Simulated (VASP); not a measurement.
# Sb (Pm-3n) in VASP: notebook

The runs below take Sb through single point, relaxation of cell and atoms, with BLYP.

Everything below comes from runs of VASP 6.6.1. Logs are shortened: lines on timing, memory, paths and dates and some standing lists are left out, and cuts for length are marked.

## Step 1: The cell of the first run

It takes space group Pm-3n (No. 223, cubic). Conventional cell: a = 6.289 Å, b = 6.289 Å, c = 6.289 Å, α = 90.00°, β = 90.00°, γ = 90.00°. Within 4.6 Å of Sb (site symmetry m-3) lie 12 Sb at 3.52 Å. Sb (site symmetry -4m2) has 14 Sb at 3.14 to 3.85 Å within 4.1 Å.

## Step 2: Single point, BLYP

Input file INCAR:

```
SYSTEM = Sb
PREC = Accurate
ENCUT = 520
EDIFF = 1E-6
ISMEAR = -1
SIGMA = 0.1
LREAL = .False.
LASPH = .True.
NELM = 100
ALGO = Normal
ISIF = 2
LWAVE = .False.
LCHARG = .False.
GGA = B5
ALDAX = 1.0
AGGAX = 1.0
AGGAC = 1.0
ALDAC = 0.0
NBANDS = 30
```

Input file KPOINTS:

```
regular mesh
0
Gamma
  4 4 4
  0 0 0
```

Input file POSCAR:

```
Sb
1.0
    6.2887955391      0.0000000000      0.0000000000
    0.0000000000      6.2887955391      0.0000000000
    0.0000000000      0.0000000000      6.2887955391
Sb
8
Direct
    0.0000000000      1.0000000000      1.0000000000
    0.5000000000      0.5000000000      0.5000000000
    0.2500000000      0.0000000000      0.5000000000
    0.7500000000      0.0000000000      0.5000000000
    0.5000000000      0.2500000000      1.0000000000
    0.5000000000      0.7500000000      1.0000000000
    1.0000000000      0.5000000000      0.2500000000
    1.0000000000      0.5000000000      0.7500000000
```

Potentials or basis: VASP PAW PBE potentials, release 64 (Sb).

Launch:

```bash
cat potpaw_PBE.64/Sb/POTCAR > POTCAR
mpirun -np 1 vasp_std > vasp.out
```

OUTCAR:

```text
SYSTEM = Sb
   PREC = Accurate
   ENCUT = 520
   EDIFF = 1E-6
   ISMEAR = -1
   LREAL = .False.
   LASPH = .True.
   NELM = 100
   ISIF = 2
   GGA = B5

 ion  position               nearest neighbor table
   1  0.000  0.000  0.000-   3 3.52   4 3.52   5 3.52   6 3.52   7 3.52   8 3.52   3 3.52   4 3.52
                             7 3.52   8 3.52   5 3.52   6 3.52
   2  0.500  0.500  0.500-   3 3.52   4 3.52   5 3.52   6 3.52   7 3.52   8 3.52   5 3.52   6 3.52
                             3 3.52   4 3.52   7 3.52   8 3.52
   3  0.250  0.000  0.500-   4 3.14   4 3.14   1 3.52   1 3.52   2 3.52   2 3.52
   4  0.750  0.000  0.500-   3 3.14   3 3.14   1 3.52   1 3.52   2 3.52   2 3.52
   5  0.500  0.250  0.000-   6 3.14   6 3.14   1 3.52   2 3.52   2 3.52   1 3.52
   6  0.500  0.750  0.000-   5 3.14   5 3.14   1 3.52   2 3.52   2 3.52   1 3.52
   7  0.000  0.500  0.250-   8 3.14   8 3.14   1 3.52   2 3.52   1 3.52   2 3.52
   8  0.000  0.500  0.750-   7 3.14   7 3.14   1 3.52   2 3.52   1 3.52   2 3.52

  LATTYP: Found a simple cubic cell.
 ALAT       =     6.2887955391

  Lattice vectors:

 A1 = (   6.2887955391,   0.0000000000,   0.0000000000)
 A2 = (   0.0000000000,   6.2887955391,   0.0000000000)
 A3 = (   0.0000000000,   0.0000000000,   6.2887955391)

Analysis of symmetry for initial positions (statically):
=====================================================================
 Subroutine PRICEL returns:
 Original cell was already a primitive cell.

 Routine SETGRP: Setting up the symmetry group for a
 simple cubic supercell.

 Subroutine GETGRP returns: Found 48 space group operations
 (whereof 24 operations were pure point group operations)
 out of a pool of 48 trial point group operations.

The static configuration has the point symmetry T_h .
 The point group associated with its full space group is O_h .

Analysis of symmetry for dynamics (positions and initial velocities):
=====================================================================
 Subroutine PRICEL returns:
 Original cell was already a primitive cell.

 Routine SETGRP: Setting up the symmetry group for a
 simple cubic supercell.

 Subroutine GETGRP returns: Found 48 space group operations
 (whereof 24 operations were pure point group operations)
 out of a pool of 48 trial point group operations.

The dynamic configuration has the point symmetry T_h .
 The point group associated with its full space group is O_h .

 Subroutine INISYM returns: Found 48 space group operations
 (whereof 24 operations are pure point group operations),
 and found     1 'primitive' translations

----------------------------------------------------------------------------------------

                                     Primitive cell

  volume of cell :     248.7153

  direct lattice vectors                    reciprocal lattice vectors
     6.288795539  0.000000000  0.000000000     0.159012961  0.000000000  0.000000000
     0.000000000  6.288795539  0.000000000     0.000000000  0.159012961  0.000000000
     0.000000000  0.000000000  6.288795539     0.000000000  0.000000000  0.159012961

  length of vectors
     6.288795539  6.288795539  6.288795539     0.159012961  0.159012961  0.159012961

  position of ions in fractional coordinates (direct lattice)
     0.000000000  0.000000000  0.000000000
     0.500000000  0.500000000  0.500000000
     0.250000000  0.000000000  0.500000000
     0.750000000  0.000000000  0.500000000
     0.500000000  0.250000000  0.000000000
     0.500000000  0.750000000  0.000000000
     0.000000000  0.500000000  0.250000000
     0.000000000  0.500000000  0.750000000

  ion indices of the primitive-cell ions
   primitive index   ion index
                 1           1
                 2           2
                 3           3
                 4           4
                 5           5
                 6           6
                 7           7
                 8           8

----------------------------------------------------------------------------------------

 KPOINTS: regular mesh

Automatic generation of k-mesh.
 Grid dimensions read from file:
 generate k-points for:    4    4    4

 Generating k-lattice:

  Cartesian coordinates                     Fractional coordinates (reciprocal lattice)
     0.039753240  0.000000000  0.000000000     0.250000000  0.000000000  0.000000000
     0.000000000  0.039753240  0.000000000     0.000000000  0.250000000  0.000000000
     0.000000000  0.000000000  0.039753240     0.000000000  0.000000000  0.250000000

  Length of vectors
     0.039753240  0.039753240  0.039753240

  Shift w.r.t. Gamma in fractional coordinates (k-lattice)
     0.000000000  0.000000000  0.000000000

 Subroutine IBZKPT returns following result:
 ===========================================

 Found     10 irreducible k-points:

 Following reciprocal coordinates:
            Coordinates               Weight
  0.000000  0.000000  0.000000      1.000000
  0.250000  0.000000  0.000000      6.000000
  0.500000  0.000000  0.000000      3.000000
  0.250000  0.250000  0.000000     12.000000
  0.500000  0.250000  0.000000     12.000000
  0.500000  0.500000  0.000000      3.000000
  0.250000  0.250000  0.250000      8.000000
  0.500000  0.250000  0.250000     12.000000
  0.500000  0.500000  0.250000      6.000000
  0.500000  0.500000  0.500000      1.000000
   k-points           NKPTS =     10   k-points in BZ     NKDIM =     10   number of bands    NBANDS=     30
   number of dos      NEDOS =    301   number of ions     NIONS =      8
   total plane-waves  NPLWV = 110592
   dimension x,y,z NGX =    48 NGY =   48 NGZ =   48
   dimension x,y,z NGXF=    96 NGYF=   96 NGZF=   96
   ions per type =               8
   NGX,Y,Z   is equivalent  to a cutoff of  12.69, 12.69, 12.69 a.u.
   NGXF,Y,Z  is equivalent  to a cutoff of  25.38, 25.38, 25.38 a.u.
 SYSTEM =  Sb
   PREC   = accura    normal or accurate (medium, high low for compatibility)
   ISTART =      0    job   : 0-new  1-cont  2-samecut
   ICHARG =      2    charge: 1-file 2-atom 10-const
   ISPIN  =      1    spin polarized calculation?
   LNONCOLLINEAR =      F non collinear calculations
   LSORBIT =      F    spin-orbit coupling
   LASPH  =      T    aspherical Exc in radial PAW
   ENCUT  =  520.0 eV  38.22 Ry    6.18 a.u.  11.69 11.69 11.69*2*pi/ulx,y,z
   NELM   =    100;   NELMIN=  2; NELMDL= -5     # of ELM steps
   EDIFF  = 0.1E-05   stopping-criterion for ELM
   LREAL  =      F    real-space projection
   EDIFFG = 0.1E-04   stopping-criterion for IOM
   NSW    =      0    number of steps for IOM
   IBRION =     -1    ionic relax: 0-MD 1-quasi-New 2-CG
   NFREE  =      0    steps in history (QN), initial steepest desc. (CG)
   ISIF   =      2    stress and relaxation
   ISYM   =      2    0-nonsym 1-usesym 2-fastsym
   POTIM  = 0.5000    time-step for ionic-motion
   TEBEG  =    0.0;   TEEND  =   0.0 temperature during run
   PSTRESS=    0.0 pullay stress
   NELECT =      40.0000    total number of electrons
   NUPDOWN=      -1.0000    fix difference up-down
   EMIN   =  10.00;   EMAX   =-10.00  energy-range for DOS
   EFERMI =   0.00;   METHOD = LEGACY
   ISMEAR =    -1;   SIGMA  =   0.10  broadening in eV -4-tet -1-fermi 0-gaus
   EFERMI_NEDOS =   21; number of points for ismear=-14 and -15
   IALGO  =     38    algorithm
   IMIX   =      4    mixing-type and parameters
     AMIX     =   0.40;   BMIX     =  1.00
     AMIX_MAG =   1.60;   BMIX_MAG =  1.00
  volume/ion in A,a.u.               =      31.09       209.80
  Fermi-wavevector in a.u.,A,eV,Ry     =   0.890282  1.682388 10.783994  0.792601
  Thomas-Fermi vector in A             =   2.011952
   LORBIT       =      0    0 simple, 1 ext, 2 COOP (PROOUT), +10 PAW based schemes
   GGA     = B5    functional components
   LHFCALC =     F    Hartree Fock is set to
   AEXX    =    0.0000 exact exchange contribution
   IVDW    =     0    specifies the selected vdW correction
   LEPSILON=     F    determine dielectric tensor
   LRPA    =     F    only Hartree local field effects (RPA)
 non-spin polarized calculation
  energy-cutoff  :      520.00
  volume of cell :      248.72
 maximum number of plane-waves:      6728
 NGX is ok and might be reduce to    48
   NGX = 23   NGY = 23   NGZ = 23

 number of electron      40.0000004 magnetization

 Free energy of the ion-electron system (eV)
  ---------------------------------------------------
  ext. energy  EPLUGINS =         0.00000000
  ---------------------------------------------------
  free energy    TOTEN  =       -23.11755209 eV

  energy without entropy =      -22.84550983  energy(sigma->0) =      -22.98153096

 E-fermi :   7.2518     XC(G=0):  -8.9508

 val. band max:        7.1893904854   @ k =   0.5000   0.5000   0.2500
 cond. band min:       7.2568591387   @ k =   0.5000   0.5000   0.0000
 fundamental gap:      0.0674686533
 Fermi energy:         7.2517726998

 k-point     1 :       0.0000    0.0000    0.0000
  band No.  band energies     occupation
      1      -4.7206      2.00000
      2      -2.3485      2.00000
      3      -2.3485      2.00000
      4      -2.0558      2.00000
      5      -0.7347      2.00000
      6      -0.7347      2.00000
[... 22 lines left out ...]
     29       9.8053      0.00000
     30      12.2887      0.00000

 k-point     2 :       0.2500    0.0000    0.0000
  band No.  band energies     occupation
      1      -4.5020      2.00000
      2      -2.9270      2.00000
      3      -2.1770      2.00000
      4      -2.0106      2.00000
      5      -0.7878      2.00000
      6      -0.6992      2.00000
[... 22 lines left out ...]
     29       9.8936      0.00000
     30      10.5032      0.00000

 k-point     3 :       0.5000    0.0000    0.0000
  band No.  band energies     occupation
      1      -3.8662      2.00000
      2      -3.8662      2.00000
      3      -1.8486      2.00000
      4      -1.8486      2.00000
      5      -1.0844      2.00000
      6      -1.0844      2.00000
[... 220 lines left out ...]
     29       9.0175      0.00000
     30       9.3341      0.00000

 k-point    10 :       0.5000    0.5000    0.5000
  band No.  band energies     occupation
      1      -2.2522      2.00000
      2      -2.2522      2.00000
      3      -2.2522      2.00000
      4      -2.2522      2.00000
      5      -2.2522      2.00000
      6      -2.2522      2.00000
[... 22 lines left out ...]
     29       7.9202      0.00250
     30       7.9202      0.00250

------------------------ aborting loop because EDIFF is reached ----------------------------------------

  FORCE on cell =-STRESS in cart. coord.  units (eV):
  Direction    XX          YY          ZZ          XY          YZ          ZX
  --------------------------------------------------------------------------------------
  -------------------------------------------------------------------------------------
  Total        0.1617164      0.1617164      0.1617164      0.0000000     -0.0000000      0.0000000
  in kB        1.0417470      1.0417470      1.0417470      0.0000000     -0.0000000      0.0000000
  external PRESSURE =       1.0417470 kB  Pullay stress =       0.0000000 kB

 VOLUME and BASIS-vectors are now :
 -----------------------------------------------------------------------------
  energy-cutoff  :      520.00
  volume of cell :      248.72
      direct lattice vectors                 reciprocal lattice vectors
     6.288795539  0.000000000  0.000000000     0.159012961  0.000000000  0.000000000
     0.000000000  6.288795539  0.000000000     0.000000000  0.159012961  0.000000000
     0.000000000  0.000000000  6.288795539     0.000000000  0.000000000  0.159012961

 POSITION                                       TOTAL-FORCE (eV/Angst)
 -----------------------------------------------------------------------------------
      0.00000      0.00000      0.00000         0.000000     -0.000000     -0.000000
      3.14440      3.14440      3.14440         0.000000     -0.000000     -0.000000
      1.57220      0.00000      3.14440        -0.000000      0.000000      0.000000
      4.71660      0.00000      3.14440         0.000000     -0.000000      0.000000
      3.14440      1.57220      0.00000         0.000000      0.000000     -0.000000
      3.14440      4.71660      0.00000         0.000000     -0.000000     -0.000000
      0.00000      3.14440      1.57220        -0.000000      0.000000     -0.000000
      0.00000      3.14440      4.71660         0.000000     -0.000000      0.000000
 -----------------------------------------------------------------------------------
    total drift:                               -0.000000     -0.000000      0.000000

  FREE ENERGIE OF THE ION-ELECTRON SYSTEM (eV)
  ---------------------------------------------------
  free  energy   TOTEN  =       -23.1175520851 eV

  energy  without entropy=      -22.8455098323  energy(sigma->0) =      -22.98153096
```

Run time: 49 s. Hardware: 1 thread of Intel Xeon 6975P-C (Granite Rapids), shared host; peak memory 0.32 GiB.

Results:

- Free energy: -23.1176 eV
- Pressure: 0.1 GPa
- Band gap on the k mesh: zero (band 20 reaches 7.36 eV, above the bottom of band 21 at 7.19 eV)

Caveat: the PAW data sets were made with another functional, which shifts forces and pressure a little; spin-orbit coupling is left out, which moves the levels of the heavy elements.

(Continued in part 2 of 2.)
